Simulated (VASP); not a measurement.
# MnSi (zincblende type) (F-43m) in VASP: notebook, part 2 of 2

VASP 6.6.1.

## Step 3: Relaxation of cell and atoms, PBE, collinear spin, ferromagnetic start

This run uses another cell than the first one, of 20.88 Å³/atom, 1.049 times its volume.

File INCAR:

```
SYSTEM = MnSi
  ALGO = Normal
  EDIFF = 1E-6
  EDIFFG = -0.005
  ENCUT = 600
  GGA = PE
  IBRION = 2
  ISIF = 3
  ISMEAR = -1
  ISPIN = 2
  LASPH = .TRUE.
  LCHARG = .FALSE.
  LMAXMIX = 4
  LORBIT = 11
  LREAL = .FALSE.
  LWAVE = .FALSE.
  MAGMOM = 4 0
  NELM = 150
  NSW = 100
  PREC = Accurate
  SIGMA = 0.05
```

File KPOINTS:

```
k-points
0
G
  10 10 10
  0 0 0
```

File POSCAR:

```
MnSi
1.0
    0.0000000000      2.7535325710      2.7535325710
    2.7535325710      0.0000000000      2.7535325710
    2.7535325710      2.7535325710      0.0000000000
Mn Si
1 1
Direct
    0.0000000000      0.0000000000      0.0000000000
    0.2500000000      0.2500000000      0.2500000000
```

Potentials or basis: VASP PAW PBE potentials, release 64 (Mn_pv, Si).

Started as:

```
$ cat potpaw_PBE.64/Mn_pv/POTCAR potpaw_PBE.64/Si/POTCAR > POTCAR
$ mpirun -np 1 vasp_std > vasp.out
```

OUTCAR:

```text
SYSTEM = MnSi
   EDIFF = 1E-6
   EDIFFG = -0.005
   ENCUT = 600
   GGA = PE
   IBRION = 2
   ISIF = 3
   ISMEAR = -1
   ISPIN = 2
   LASPH = .TRUE.
   LORBIT = 11
   LREAL = .FALSE.
   NELM = 150
   NSW = 100
   PREC = Accurate

 ion  position               nearest neighbor table
   1  0.000  0.000  0.000-   2 2.38   2 2.38   2 2.38   2 2.38
   2  0.250  0.250  0.250-   1 2.38   1 2.38   1 2.38   1 2.38

  LATTYP: Found a face centered cubic cell.
 ALAT       =     5.5070651420

  Lattice vectors:

 A1 = (   0.0000000000,   2.7535325710,   2.7535325710)
 A2 = (   2.7535325710,   0.0000000000,   2.7535325710)
 A3 = (   2.7535325710,   2.7535325710,   0.0000000000)

Analysis of symmetry for initial positions (statically):
=====================================================================
 Subroutine PRICEL returns:
 Original cell was already a primitive cell.

 Routine SETGRP: Setting up the symmetry group for a
 face centered cubic supercell.

 Subroutine GETGRP returns: Found 24 space group operations
 (whereof 24 operations were pure point group operations)
 out of a pool of 48 trial point group operations.

The static configuration has the point symmetry T_d .

Analysis of symmetry for dynamics (positions and initial velocities):
=====================================================================
 Subroutine PRICEL returns:
 Original cell was already a primitive cell.

 Routine SETGRP: Setting up the symmetry group for a
 face centered cubic supercell.

 Subroutine GETGRP returns: Found 24 space group operations
 (whereof 24 operations were pure point group operations)
[... 287 lines left out ...]
 Fermi energy:         4.7127466864

 spin component 1

 k-point     1 :       0.0000    0.0000    0.0000
  band No.  band energies     occupation
      1     -44.5055      1.00000
      2     -44.5055      1.00000
      3     -44.5055      1.00000
      4      -4.4141      1.00000
      5       1.9251      1.00000
      6       1.9251      1.00000
      7       1.9251      1.00000
      8       2.7245      1.00000
      9       2.7245      1.00000
     10      10.0257      0.00000
     11      10.0257      0.00000
     12      10.0257      0.00000
     13      11.6945      0.00000
     14      11.7055      0.00000
[... 379 lines left out ...]
      3     -44.5071      1.00000
      4      -2.4968      1.00000
      5       1.0797      1.00000
      6       2.3322      1.00000
      7       2.4608      1.00000
      8       2.6887      1.00000
      9       2.9632      1.00000
     10       5.0907      0.00052
     11       6.0169      0.00000
     12       6.2256      0.00000
     13      10.1981      0.00000
     14      11.2606      0.00000

 [... further k-points ...]

 spin component 2

 k-point     1 :       0.0000    0.0000    0.0000
  band No.  band energies     occupation
      1     -41.5372      1.00000
      2     -41.5372      1.00000
      3     -41.5372      1.00000
      4      -4.5006      1.00000
      5       3.3674      1.00000
      6       3.3674      1.00000
      7       3.3675      1.00000
      8       5.6073      0.00000
      9       5.6073      0.00000
     10      10.6286      0.00000
     11      10.6286      0.00000
     12      10.6286      0.00000
     13      11.6884      0.00000
     14      12.0606      0.00000
[... 420 lines left out ...]
  FREE ENERGIE OF THE ION-ELECTRON SYSTEM (eV)
  ---------------------------------------------------
  free  energy   TOTEN  =       -12.9725816111 eV

  energy  without entropy=      -12.9617093774  energy(sigma->0) =      -12.96714549

 reached required accuracy - stopping structural energy minimisation

 total charge

# of ion       s       p       d       tot
------------------------------------------
    1        0.365   6.214   5.109  11.688
    2        0.821   0.891   0.000   1.712
--------------------------------------------------
tot          1.186   7.104   5.109  13.400

 magnetization (x)

# of ion       s       p       d       tot
------------------------------------------
    1        0.048  -0.011   2.785   2.821
    2       -0.027  -0.192   0.000  -0.218
--------------------------------------------------
tot          0.021  -0.203   2.785   2.603
```

OSZICAR:

```text
N       E                     dE             d eps       ncg     rms          rms(c)
DAV:   1     0.111854832380E+03    0.11185E+03   -0.10347E+04  2720   0.131E+03
DAV:   2    -0.112439474851E+02   -0.12310E+03   -0.11849E+03  2692   0.318E+02
[... 37 lines left out ...]
DAV:   1    -0.129748548765E+02   -0.22929E-02   -0.19125E-02  2644   0.217E+00    0.488E-01
DAV:   2    -0.129781385105E+02   -0.32836E-02   -0.34882E-02  2656   0.266E+00    0.784E-01
DAV:   3    -0.129725929834E+02    0.55455E-02   -0.12698E-02  2650   0.163E+00    0.550E-02
DAV:   4    -0.129725906048E+02    0.23786E-05   -0.31883E-04  2686   0.111E-01    0.422E-02
DAV:   5    -0.129725817126E+02    0.88923E-05   -0.36483E-05  3082   0.619E-02    0.973E-03
DAV:   6    -0.129725816111E+02    0.10150E-06   -0.11497E-06  2052   0.100E-02
   4 F= -.12972582E+02 E0= -.12967145E+02  d E =-.121291E-01  mag=     2.5732
```

CONTCAR:

```text
MnSi
   1.00000000000000
    -0.0000000000000000    2.7110007375186282    2.7110007375186282
     2.7110007375186282    0.0000000000000000    2.7110007375186282
     2.7110007375186282    2.7110007375186282    0.0000000000000000
  Mn              Si
     1     1
Direct
     0.0000000000000000    0.0000000000000000    0.0000000000000000
     0.2500000000000000    0.2500000000000000    0.2500000000000000

  0.00000000E+00  0.00000000E+00  0.00000000E+00
  0.00000000E+00  0.00000000E+00  0.00000000E+00
```

Run time: 1.8 min. Hardware: 1 thread of AMD EPYC 9R45 (Zen 5), shared host; peak memory 0.21 GiB.

What came out:

- Free energy: -12.9726 eV
- Relaxed volume: 19.92 Å³/atom
- Relaxed cell: a = 3.834 Å, b = 3.834 Å, c = 3.834 Å, α = 60.00°, β = 60.00°, γ = 60.00°
- Space group after relaxing (to 0.05 Å): F-43m (No. 216)
- Energy gained by relaxing: 6.1 meV/atom
- Ionic steps: 4
- Pressure after relaxing: 0.0 GPa
- Net moment: 2.57 μB per cell
- Site moments: Mn +2.82; Si -0.22 μB
- Valence electrons inside the program's atomic spheres: Mn 11.69; Si 1.71

The path:
| step | energy change (eV) | largest force (eV/Å) | pressure (GPa) | volume (Å³) |
| --- | --- | --- | --- | --- |
| 1 | 0.0000 | 0.0000 | -1.96 | 41.75 |
| 2 | -0.0116 | 0.0000 | -0.47 | 40.23 |
| 3 | -0.0121 | 0.0000 | 0.10 | 39.77 |
| 4 | -0.0121 | 0.0000 | -0.01 | 39.85 |

Final structure:
```cif
data_structure
_symmetry_space_group_name_H-M 'P 1'
_symmetry_Int_Tables_number 1
_cell_length_a 3.8339
_cell_length_b 3.8339
_cell_length_c 3.8339
_cell_angle_alpha 60.000
_cell_angle_beta 60.000
_cell_angle_gamma 60.000
_cell_volume 39.85
loop_
_atom_site_label
_atom_site_type_symbol
_atom_site_fract_x
_atom_site_fract_y
_atom_site_fract_z
_atom_site_occupancy
Mn1 Mn 0.00000 0.00000 0.00000 1
Si1 Si 0.25000 0.25000 0.25000 1
```

Levels at points of the mesh, in eV from the Fermi level:
Spin up:
```
           k point  band 8  band 9  band 10  band 11  band 12  band 13
(0.00, 0.00, 0.00)   -1.99   -1.99     5.31     5.31     5.31     6.98
(0.50, 0.00, 0.00)   -1.75   -1.75    -1.21     3.24     3.24     6.48
(0.50, 0.50, 0.00)   -1.82   -1.70    -1.00     0.69     0.69     5.17
```
Spin down:
| k point | band 5 | band 6 | band 7 | band 8 | band 9 | band 10 |
| --- | --- | --- | --- | --- | --- | --- |
| (0.00, 0.00, 0.00) | -1.35 | -1.35 | -1.35 | 0.89 | 0.89 | 5.92 |
| (0.50, 0.00, 0.00) | -3.60 | -1.07 | -1.07 | 0.85 | 1.00 | 1.00 |
| (0.50, 0.50, 0.00) | -3.45 | -0.59 | -0.59 | -0.35 | 1.19 | 1.39 |
